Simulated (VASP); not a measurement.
# Cr (Im-3m) in VASP: notebook, part 2 of 2

VASP 6.6.1. The steps go on from the part before.

## Step 5: Single point, PBE, collinear spin, ferromagnetic start (volume scaled by 1.04)

The input, INCAR:

```
SYSTEM = Cr
ALGO = Normal ; EDIFF = 1E-7
ENCUT = 520 ; GGA = PE
ISIF = 2 ; ISMEAR = -1
ISPIN = 2 ; LASPH = .True.
LCHARG = .False. ; LMAXMIX = 4
LORBIT = 11 ; LREAL = .False.
LWAVE = .False. ; MAGMOM = 3
NBANDS = 16 ; NELM = 150
PREC = Accurate ; SIGMA = 0.08
```

The input, KPOINTS:

```
k-points
0
Gamma
  18 18 18
  0 0 0
```

The input, POSCAR:

```
Cr
1.0
   -1.4609252023      1.4609252023      1.4609252023
    1.4609252023     -1.4609252023      1.4609252023
    1.4609252023      1.4609252023     -1.4609252023
Cr
1
Direct
    0.0000000000      0.0000000000      0.0000000000
```

Potentials or basis: VASP PAW PBE potentials, release 64 (Cr_pv).

Run with:

```
> cat potpaw_PBE.64/Cr_pv/POTCAR > POTCAR
> mpirun -np 1 vasp_std > vasp.out
```

OUTCAR:

```text
SYSTEM = Cr
   EDIFF = 1E-7
   ENCUT = 520
   GGA = PE
   ISIF = 2
   ISMEAR = -1
   ISPIN = 2
   LASPH = .True.
   LORBIT = 11
   LREAL = .False.
   NELM = 150
   PREC = Accurate

 ion  position               nearest neighbor table
   1  0.000  0.000  0.000-

  LATTYP: Found a body centered cubic cell.
 ALAT       =     2.9218504046

  Lattice vectors:

 A1 = (  -1.4609252023,   1.4609252023,   1.4609252023)
 A2 = (   1.4609252023,  -1.4609252023,   1.4609252023)
 A3 = (   1.4609252023,   1.4609252023,  -1.4609252023)

Analysis of symmetry for initial positions (statically):
=====================================================================
 Subroutine PRICEL returns:
 Original cell was already a primitive cell.

 Routine SETGRP: Setting up the symmetry group for a
 body centered cubic supercell.

 Subroutine GETGRP returns: Found 48 space group operations
 (whereof 48 operations were pure point group operations)
 out of a pool of 48 trial point group operations.

The static configuration has the point symmetry O_h .

Analysis of symmetry for dynamics (positions and initial velocities):
=====================================================================
 Subroutine PRICEL returns:
 Original cell was already a primitive cell.

 Routine SETGRP: Setting up the symmetry group for a
 body centered cubic supercell.

 Subroutine GETGRP returns: Found 48 space group operations
 (whereof 48 operations were pure point group operations)
 out of a pool of 48 trial point group operations.

The dynamic configuration has the point symmetry O_h .

Analysis of structural, dynamic, and magnetic symmetry:
=====================================================================
 Subroutine PRICEL returns:
 Original cell was already a primitive cell.

 Routine SETGRP: Setting up the symmetry group for a
 body centered cubic supercell.

 Subroutine GETGRP returns: Found 48 space group operations
 (whereof 48 operations were pure point group operations)
 out of a pool of 48 trial point group operations.

The overall configuration has the point symmetry O_h .

 Subroutine INISYM returns: Found 48 space group operations
 (whereof 48 operations are pure point group operations),
 and found     1 'primitive' translations

----------------------------------------------------------------------------------------

                                     Primitive cell

  volume of cell :      12.4722

  direct lattice vectors                    reciprocal lattice vectors
    -1.460925202  1.460925202  1.460925202     0.000000000  0.342248870  0.342248870
     1.460925202 -1.460925202  1.460925202     0.342248870  0.000000000  0.342248870
     1.460925202  1.460925202 -1.460925202     0.342248870  0.342248870  0.000000000

  length of vectors
     2.530396676  2.530396676  2.530396676     0.484012994  0.484012994  0.484012994

  position of ions in fractional coordinates (direct lattice)
     0.000000000  0.000000000  0.000000000

  ion indices of the primitive-cell ions
   primitive index   ion index
                 1           1

[... 51 lines left out ...]
  0.388889  0.111111  0.000000     48.000000
 [... further k-points ...]
   k-points           NKPTS =    195   k-points in BZ     NKDIM =    195   number of bands    NBANDS=     16
   number of dos      NEDOS =    301   number of ions     NIONS =      1
   total plane-waves  NPLWV =   8000
   dimension x,y,z NGX =    20 NGY =   20 NGZ =   20
   dimension x,y,z NGXF=    40 NGYF=   40 NGZF=   40
   ions per type =               1
   NGX,Y,Z   is equivalent  to a cutoff of  13.14, 13.14, 13.14 a.u.
   NGXF,Y,Z  is equivalent  to a cutoff of  26.28, 26.28, 26.28 a.u.
 SYSTEM =  Cr
   PREC   = accura    normal or accurate (medium, high low for compatibility)
   ISTART =      0    job   : 0-new  1-cont  2-samecut
   ICHARG =      2    charge: 1-file 2-atom 10-const
   ISPIN  =      2    spin polarized calculation?
   LNONCOLLINEAR =      F non collinear calculations
   LSORBIT =      F    spin-orbit coupling
   LASPH  =      T    aspherical Exc in radial PAW
   ENCUT  =  520.0 eV  38.22 Ry    6.18 a.u.   4.70  4.70  4.70*2*pi/ulx,y,z
   NELM   =    150;   NELMIN=  2; NELMDL= -5     # of ELM steps
   EDIFF  = 0.1E-06   stopping-criterion for ELM
   LREAL  =      F    real-space projection
   EDIFFG = 0.1E-05   stopping-criterion for IOM
   NSW    =      0    number of steps for IOM
   IBRION =     -1    ionic relax: 0-MD 1-quasi-New 2-CG
   NFREE  =      0    steps in history (QN), initial steepest desc. (CG)
   ISIF   =      2    stress and relaxation
   ISYM   =      2    0-nonsym 1-usesym 2-fastsym
   POTIM  = 0.5000    time-step for ionic-motion
   TEBEG  =    0.0;   TEEND  =   0.0 temperature during run
   PSTRESS=    0.0 pullay stress
   NELECT =      12.0000    total number of electrons
   NUPDOWN=      -1.0000    fix difference up-down
   EMIN   =  10.00;   EMAX   =-10.00  energy-range for DOS
   EFERMI =   0.00;   METHOD = LEGACY
   ISMEAR =    -1;   SIGMA  =   0.08  broadening in eV -4-tet -1-fermi 0-gaus
   EFERMI_NEDOS =   21; number of points for ismear=-14 and -15
   IALGO  =     38    algorithm
   IMIX   =      4    mixing-type and parameters
     AMIX     =   0.40;   BMIX     =  1.00
     AMIX_MAG =   1.60;   BMIX_MAG =  1.00
  volume/ion in A,a.u.               =      12.47        84.17
  Fermi-wavevector in a.u.,A,eV,Ry     =   1.616171  3.054120 35.538529  2.612008
  Thomas-Fermi vector in A             =   2.710800
   LORBIT       =     11    0 simple, 1 ext, 2 COOP (PROOUT), +10 PAW based schemes
   GGA     = PE    functional components
   LHFCALC =     F    Hartree Fock is set to
   AEXX    =    0.0000 exact exchange contribution
   IVDW    =     0    specifies the selected vdW correction
   LEPSILON=     F    determine dielectric tensor
   LRPA    =     F    only Hartree local field effects (RPA)
 spin polarized calculation
  energy-cutoff  :      520.00
  volume of cell :       12.47
 maximum number of plane-waves:       370
   NGX =  9   NGY =  9   NGZ =  9

 number of electron      12.0000006 magnetization       0.0006291

 number of electron      12.0000006 magnetization      -0.0000212

 Free energy of the ion-electron system (eV)
  ---------------------------------------------------
  ext. energy  EPLUGINS =         0.00000000
  ---------------------------------------------------
  free energy    TOTEN  =        -9.46872748 eV

  energy without entropy =       -9.45077004  energy(sigma->0) =       -9.45974876

 E-fermi :   9.9122     XC(G=0): -13.2345

 val. band max:        9.8972468234   @ k =  -0.3333   0.3333   0.2778
 cond. band min:       9.9291230858   @ k =  -0.3333   0.3333   0.2222
 fundamental gap:      0.0318762623
 Fermi energy:         9.9121890883

 spin component 1

 k-point     1 :       0.0000    0.0000    0.0000
  band No.  band energies     occupation
      1     -32.9127      1.00000
      2     -32.9127      1.00000
      3     -32.9127      1.00000
      4       2.3428      1.00000
      5       9.0915      0.99996
      6       9.0915      0.99996
[... 435 lines left out ...]
      5       7.7829      1.00000
      6       9.5540      0.98876
[... 8 lines left out ...]
     15      38.8888      0.00000
     16      39.7270      0.00000

 [... further k-points ...]

 spin component 2

 k-point     1 :       0.0000    0.0000    0.0000
  band No.  band energies     occupation
      1     -32.9128      1.00000
      2     -32.9128      1.00000
      3     -32.9128      1.00000
      4       2.3428      1.00000
      5       9.0914      0.99996
      6       9.0914      0.99996
[... 435 lines left out ...]
      5       7.7829      1.00000
      6       9.5540      0.98876
[... 8 lines left out ...]
     15      38.8888      0.00000
     16      39.7270      0.00000

 [... further k-points ...]
[... 5 lines left out ...]
  --------------------------------------------------------------------------------------
  -------------------------------------------------------------------------------------
  Total       -1.3276193     -1.3276193     -1.3276193      0.0000000      0.0000000     -0.0000000
  in kB     -170.5454745   -170.5454745   -170.5454745      0.0000000      0.0000000     -0.0000000
  external PRESSURE =    -170.5454745 kB  Pullay stress =       0.0000000 kB

 VOLUME and BASIS-vectors are now :
 -----------------------------------------------------------------------------
  energy-cutoff  :      520.00
  volume of cell :       12.47
      direct lattice vectors                 reciprocal lattice vectors
    -1.460925202  1.460925202  1.460925202     0.000000000  0.342248870  0.342248870
     1.460925202 -1.460925202  1.460925202     0.342248870  0.000000000  0.342248870
     1.460925202  1.460925202 -1.460925202     0.342248870  0.342248870  0.000000000

 POSITION                                       TOTAL-FORCE (eV/Angst)
 -----------------------------------------------------------------------------------
      0.00000      0.00000      0.00000         0.000000      0.000000      0.000000
 -----------------------------------------------------------------------------------
    total drift:                                0.000000     -0.000000      0.000000

  FREE ENERGIE OF THE ION-ELECTRON SYSTEM (eV)
  ---------------------------------------------------
  free  energy   TOTEN  =        -9.4687274849 eV

  energy  without entropy=       -9.4507700359  energy(sigma->0) =       -9.45974876

 total charge

# of ion       s       p       d       tot
------------------------------------------
    1        0.413   6.359   4.128  10.900

 magnetization (x)

# of ion       s       p       d       tot
------------------------------------------
    1       -0.000   0.000  -0.000  -0.000
```

OSZICAR:

```text
N       E                     dE             d eps       ncg     rms          rms(c)
DAV:   1     0.828463847749E+02    0.82846E+02   -0.62650E+03 12736   0.850E+02
DAV:   2    -0.828088670360E+01   -0.91127E+02   -0.86780E+02 13544   0.247E+02
DAV:   3    -0.979800465563E+01   -0.15171E+01   -0.15140E+01 14160   0.351E+01
DAV:   4    -0.980383071459E+01   -0.58261E-02   -0.58260E-02 14520   0.216E+00
DAV:   5    -0.980387833704E+01   -0.47622E-04   -0.47621E-04 14264   0.175E-01    0.174E+01
DAV:   6    -0.941757721339E+01    0.38630E+00   -0.23183E+00 12816   0.264E+01    0.377E+00
DAV:   7    -0.946910249622E+01   -0.51525E-01   -0.17050E-01 13120   0.322E+00    0.218E+00
DAV:   8    -0.947193984053E+01   -0.28373E-02   -0.49138E-03 14064   0.900E-01    0.970E-01
DAV:   9    -0.946839971135E+01    0.35401E-02   -0.15611E-03 13888   0.470E-01    0.272E-01
DAV:  10    -0.946871055343E+01   -0.31084E-03   -0.29740E-04 13344   0.191E-01    0.611E-02
DAV:  11    -0.946873166553E+01   -0.21112E-04   -0.10976E-05 14456   0.353E-02    0.219E-02
DAV:  12    -0.946873067043E+01    0.99509E-06   -0.20565E-06 13384   0.116E-02    0.965E-03
DAV:  13    -0.946872758437E+01    0.30861E-05   -0.65927E-07 13232   0.736E-03    0.351E-03
DAV:  14    -0.946872748495E+01    0.99421E-07   -0.22124E-07 13048   0.542E-03
   1 F= -.94687275E+01 E0= -.94597488E+01  d E =-.179574E-01  mag=     0.0000
```

stdout:

```text
POSCAR found type information on POSCAR Cr
 POSCAR found :  1 types and       1 ions
 scaLAPACK will be used
 LDA part: xc-table for (Slater+PW92), standard interpolation
 POSCAR, INCAR and KPOINTS ok, starting setup
 FFT: planning ... GRIDC
 FFT: planning ... GRID_SOFT
 FFT: planning ... GRID
 WAVECAR not read
 entering main loop
```

Run time: 2.5 min. Hardware: 1 thread of AMD EPYC 7R13, shared host; peak memory 0.15 GiB.

Results:

* Free energy: -9.4687 eV
* Pressure: -17.1 GPa
* Band gap on the k mesh: zero (filled and empty bands overlap)
* Net moment: 0.00 μB per cell
* Valence electrons inside the program's atomic spheres: Cr 10.90

Caveat: the starting moments collapsed, and a magnetic state may lie lower.
